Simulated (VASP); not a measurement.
# AlN (R3m) in VASP: notebook, part 2 of 3

VASP 6.6.1.

### 3 G0W0 quasiparticle levels, PBE

This run uses another cell than the first one, of 9.92 Å³/atom.

POSCAR

```
AlN
1.0
    0.0587843221      2.1781144422      2.1781144422
    2.1781144422      0.0587843221      2.1781144422
    2.1781144422      2.1781144422      0.0587843221
Al N
1 1
Direct
    0.0019441439      0.0019441439      0.0019441439
    0.2480558561      0.2480558561      0.2480558561
```

INCAR.step1

```
SYSTEM = AlN
PREC = Accurate
ENCUT = 500
EDIFF = 1E-8
ISMEAR = 0
SIGMA = 0.01
LREAL = .False.
LASPH = .True.
NELM = 100
ALGO = Normal
LWAVE = .True.
LCHARG = .False.
GGA = PE
```

INCAR.step2

```
SYSTEM = AlN
PREC = Accurate
ENCUT = 500
EDIFF = 1E-8
ISMEAR = 0
SIGMA = 0.01
LREAL = .False.
LASPH = .True.
NELM = 1
ALGO = Exact
LWAVE = .True.
LCHARG = .False.
GGA = PE
NBANDS = 86
LOPTICS = .True.
ISTART = 1
```

INCAR.step3

```
SYSTEM = AlN
PREC = Accurate
ENCUT = 500
EDIFF = 1E-8
ISMEAR = 0
SIGMA = 0.01
LREAL = .False.
LASPH = .True.
ALGO = EVGW0
LWAVE = .False.
LCHARG = .False.
GGA = PE
NELMGW = 1
NBANDS = 86
ENCUTGW = 150.0
NOMEGA = 96
PRECFOCK = Fast
ISTART = 1
NBANDSGW = 12
OMEGAMAX = 20
```

KPOINTS

```
Automatic mesh
0
Gamma
  6 6 6
  0 0 0
```

Potentials or basis: VASP PAW PBE potentials, release 64 (Al_GW, N_GW).

Launch:

```console
$ cat potpaw_PBE.64/Al_GW/POTCAR potpaw_PBE.64/N_GW/POTCAR > POTCAR
$ cp INCAR.step1 INCAR
$ mpirun -np 1 vasp_std > vasp.out
$ cp INCAR.step2 INCAR
$ mpirun -np 1 vasp_std > vasp.out
$ cp INCAR.step3 INCAR
$ mpirun -np 1 vasp_std > vasp.out
```

OUTCAR:

```text
SYSTEM = AlN
   PREC = Accurate
   ENCUT = 500
   EDIFF = 1E-8
   ISMEAR = 0
   LREAL = .False.
   LASPH = .True.
   GGA = PE
   NELMGW = 1
   ENCUTGW = 150.0
   PRECFOCK = Fast
   ISTART = 1

 ion  position               nearest neighbor table
   1  0.002  0.002  0.002-   2 1.85   2 1.85   2 1.85   2 1.88
   2  0.248  0.248  0.248-   1 1.85   1 1.85   1 1.85   1 1.88

  LATTYP: Found a trigonal (rhomboedric) cell.
 ALAT       =     3.0808798489
 COS(alpha) =     0.5267967731

  Lattice vectors:

 A1 = (   0.0587843221,   2.1781144422,   2.1781144422)
 A2 = (   2.1781144422,   0.0587843221,   2.1781144422)
 A3 = (   2.1781144422,   2.1781144422,   0.0587843221)

Analysis of symmetry for initial positions (statically):
=====================================================================
 Subroutine PRICEL returns:
 Original cell was already a primitive cell.

 Routine SETGRP: Setting up the symmetry group for a
 trigonal (rhombohedral) supercell.

 Subroutine GETGRP returns: Found  6 space group operations
 (whereof  6 operations were pure point group operations)
 out of a pool of 12 trial point group operations.

The static configuration has the point symmetry C_3v.

Analysis of symmetry for dynamics (positions and initial velocities):
=====================================================================
 Subroutine PRICEL returns:
 Original cell was already a primitive cell.

 Routine SETGRP: Setting up the symmetry group for a
 trigonal (rhombohedral) supercell.

 Subroutine GETGRP returns: Found  6 space group operations
 (whereof  6 operations were pure point group operations)
 out of a pool of 12 trial point group operations.

The dynamic configuration has the point symmetry C_3v.

 Subroutine INISYM returns: Found  6 space group operations
 (whereof  6 operations are pure point group operations),
 and found     1 'primitive' translations

----------------------------------------------------------------------------------------

                                     Primitive cell

  volume of cell :      19.8303

  direct lattice vectors                    reciprocal lattice vectors
     0.058784322  2.178114442  2.178114442    -0.239064842  0.232782366  0.232782366
     2.178114442  0.058784322  2.178114442     0.232782366 -0.239064842  0.232782366
     2.178114442  2.178114442  0.058784322     0.232782366  0.232782366 -0.239064842

  length of vectors
     3.080879849  3.080879849  3.080879849     0.406850413  0.406850413  0.406850413

  position of ions in fractional coordinates (direct lattice)
     0.001944144  0.001944144  0.001944144
     0.248055856  0.248055856  0.248055856

  ion indices of the primitive-cell ions
   primitive index   ion index
                 1           1
[... 22 lines left out ...]

 Subroutine IBZKPT returns following result:
 ===========================================

 Found     32 irreducible k-points:

 Following reciprocal coordinates:
            Coordinates               Weight
  0.000000  0.000000  0.000000      1.000000
  0.166667 -0.000000  0.000000      6.000000
  0.333333  0.000000 -0.000000      6.000000
  0.500000  0.000000  0.000000      3.000000
  0.166667  0.166667 -0.000000      6.000000
  0.333333  0.166667  0.000000     12.000000
[... 16 lines left out ...]
  0.500000  0.500000  0.166667      6.000000
 -0.333333  0.500000  0.166667     12.000000
 [... further k-points ...]
   k-points           NKPTS =     32   k-points in BZ     NKDIM =    216   number of bands    NBANDS=     86
   number of dos      NEDOS =    301   number of ions     NIONS =      2
   total plane-waves  NPLWV =  13824
   dimension x,y,z NGX =    24 NGY =   24 NGZ =   24
   dimension x,y,z NGXF=    48 NGYF=   48 NGZF=   48
   ions per type =               1   1
   NGX,Y,Z   is equivalent  to a cutoff of  12.95, 12.95, 12.95 a.u.
   NGXF,Y,Z  is equivalent  to a cutoff of  25.90, 25.90, 25.90 a.u.
 SYSTEM =  AlN
   PREC   = accura    normal or accurate (medium, high low for compatibility)
   ISTART =      1    job   : 0-new  1-cont  2-samecut
   ICHARG =      0    charge: 1-file 2-atom 10-const
   ISPIN  =      1    spin polarized calculation?
   LNONCOLLINEAR =      F non collinear calculations
   LSORBIT =      F    spin-orbit coupling
   LASPH  =      T    aspherical Exc in radial PAW
   ENCUT  =  500.0 eV  36.75 Ry    6.06 a.u.   5.62  5.62  5.62*2*pi/ulx,y,z
   NELM   =     60;   NELMIN=  2; NELMDL=  0     # of ELM steps
   EDIFF  = 0.1E-07   stopping-criterion for ELM
   LREAL  =      F    real-space projection
   EDIFFG = 0.1E-06   stopping-criterion for IOM
   NSW    =      0    number of steps for IOM
   IBRION =     -1    ionic relax: 0-MD 1-quasi-New 2-CG
   NFREE  =      0    steps in history (QN), initial steepest desc. (CG)
   ISIF   =      0    stress and relaxation
   ISYM   =      3    0-nonsym 1-usesym 2-fastsym
   POTIM  = 0.5000    time-step for ionic-motion
   TEBEG  =    0.0;   TEEND  =   0.0 temperature during run
   PSTRESS=    0.0 pullay stress
   NELECT =       8.0000    total number of electrons
   NUPDOWN=      -1.0000    fix difference up-down
   EMIN   =  10.00;   EMAX   =-10.00  energy-range for DOS
   EFERMI =   0.00;   METHOD = LEGACY
   ISMEAR =     0;   SIGMA  =   0.01  broadening in eV -4-tet -1-fermi 0-gaus
   EFERMI_NEDOS =   21; number of points for ismear=-14 and -15
   IALGO  =     38    algorithm
   IMIX   =      4    mixing-type and parameters
     AMIX     =   0.40;   BMIX     =  1.00
     AMIX_MAG =   1.60;   BMIX_MAG =  1.00
  volume/ion in A,a.u.               =       9.92        66.91
  Fermi-wavevector in a.u.,A,eV,Ry     =   1.209656  2.285918 19.908953  1.463267
  Thomas-Fermi vector in A             =   2.345226
   LORBIT       =      0    0 simple, 1 ext, 2 COOP (PROOUT), +10 PAW based schemes
   GGA     = PE    functional components
   LHFCALC =     T    Hartree Fock is set to
   PRECFOCK=fast      Normal, Fast or Accurate (Low or Medium for compatibility)
   ENCUT4O =  -1.0   cutoff for four orbital integrals eV
   NKREDX  =     1    reduce k-point grid by
   NKREDY  =     1    reduce k-point grid by
   NKREDZ  =     1    reduce k-point grid by
   AEXX    =    1.0000 exact exchange contribution
   HFSCREEN=    0.0000 screening length (either q_TF or 0.3 A-1)
   HFSCREENC=   0.0000 screening length for correlation (either q_TF or 0.3 A-1)
   ENCUTFOCK=  -1.0 apply spherical cutoff to Coloumb kernel
   IVDW    =     0    specifies the selected vdW correction
   LEPSILON=     F    determine dielectric tensor
   LRPA    =     F    only Hartree local field effects (RPA)
   LRPAFORCE           =     F    calculate RPA forces
   ENCUTGW             = 150.0    cutoff for response function in eV
   ENCUTGWSOFT         = 120.0    soft cutoff for Coulomb kernel in GW response function in eV
   ENCUTLF             =  -1.0    cutoff for local field effects
   NELMGW              =     1    number of iterations in solving QP/BSE equation
   NELMHF              =     1    number of iterations in the inner HF iteration
   NKREDLFX            =     1    NKREDLFY  =   1   NKREDLFZ  =   1
 non-spin polarized calculation
 Gauss-broadening in eV      SIGMA  =   0.01
  energy-cutoff  :      500.00
  volume of cell :       19.83
 maximum number of plane-waves:       531
 NGX is ok and might be reduce to    24
  NGX = 14; NGY = 14; NGZ = 14
   NGX = 11   NGY = 11   NGZ = 11
 maximum number of plane-waves:        90
 NGX is ok and might be reduce to    14

 QP shifts <psi_nk| G(iteration)W_0 |psi_nk>: iteration 1
 for sc-GW calculations column KS-energies equals QP-energies in previous step
 and V_xc(KS)=  KS-energies - (<T + V_ion + V_H > + <T+V_H+V_ion>^1  + <V_x>^1)

 k-point   1 :       0.0000    0.0000    0.0000
  band No.  KS-energies  QP-energies   sigma(KS)   V_xc(KS)     V^pw_x(r,r')   Z            occupation Imag(sigma)

      1      -9.9028     -11.4108     -16.8966     -14.8367     -24.9089       0.7321       2.0000       1.2218
      2       5.1205       4.2183     -17.8760     -16.7210     -20.7889       0.7811       2.0000       0.0355
      3       5.5156       4.6354     -18.0920     -16.9641     -21.0760       0.7804       2.0000       0.0347
      4       5.5156       4.6354     -18.0920     -16.9641     -21.0760       0.7804       2.0000       0.0347
      5       9.9530      10.7086     -11.7208     -12.6512      -7.8797       0.8120       0.0000      -0.0486
      6      17.7503      18.7332      -9.2227     -10.4383      -4.2552       0.8086       0.0000      -0.0780
      7      18.8047      19.8146      -9.2231     -10.4808      -4.1040       0.8030       0.0000      -0.0959
      8      18.8047      19.8146      -9.2231     -10.4808      -4.1040       0.8030       0.0000      -0.0959
      9      23.4413      24.4484      -9.3543     -10.6256      -3.7708       0.7922       0.0000      -0.2395
     10      23.4413      24.4484      -9.3543     -10.6256      -3.7708       0.7922       0.0000      -0.2395
     11      24.7395      25.2717      -9.2702      -9.9590      -2.7494       0.7727       0.0000      -0.5966
     12      25.0923      25.6007      -9.1087      -9.7702      -2.6231       0.7687       0.0000      -0.6031
[... 356 lines left out ...]
      1      -6.9696      -8.3375     -18.8020     -16.9436     -26.3910       0.7361       2.0000       0.8358
      2       0.9371      -0.3062     -15.5000     -13.8159     -19.3307       0.7382       2.0000       0.0872
      3       2.4506       1.2600     -16.0531     -14.4914     -19.4373       0.7624       2.0000       0.0567
      4       2.8339       1.6726     -15.7947     -14.2819     -18.9994       0.7676       2.0000       0.0510
      5      10.6913      11.3574     -10.4610     -11.2799      -6.5533       0.8133       0.0000      -0.0511
      6      16.0510      16.9995     -10.1491     -11.3210      -5.4680       0.8094       0.0000      -0.0669
      7      18.6612      19.7251     -10.7887     -12.1519      -5.1429       0.7804       0.0000      -0.1805
      8      19.2392      20.4527     -11.7455     -13.3144      -6.0169       0.7735       0.0000      -0.1769
      9      22.5803      23.5752     -10.5041     -11.8305      -4.0138       0.7501       0.0000      -0.3388
     10      26.2112      27.0874      -9.4764     -10.6047      -3.0551       0.7766       0.0000      -0.4893
     11      30.6602      31.9953     -10.9722     -12.6575      -4.1458       0.7922       0.0000      -0.8974
     12      32.0938      33.4413     -10.9210     -12.6335      -4.1003       0.7868       0.0000      -0.9554

 [... further k-points ...]
```

It took 6.9 min on 1 thread of Intel Xeon Platinum 8259CL at 2.50GHz (Skylake/Cascade Lake), shared host; peak memory 0.44 GiB.

Results:

- Quasiparticle gap: 4.52 eV
- Least direct quasiparticle gap: 6.07 eV
- Band gap of the starting levels on the mesh: 3.17 eV
- Least direct gap of the starting levels on the mesh: 4.44 eV

Caveat: the k points lie up to 0.43 Å⁻¹ apart; the cutoff is under 1.25 times the usual one of these potentials, so pressure, stress and relaxed cells hold a basis-set (Pulay) error; bands, screening cutoff and mesh are small and nothing is extrapolated, so the quasiparticle values aren't converged; the structure was generated, so it needn't be the stable form of AlN.

(Part 2 of 3 ends here.)
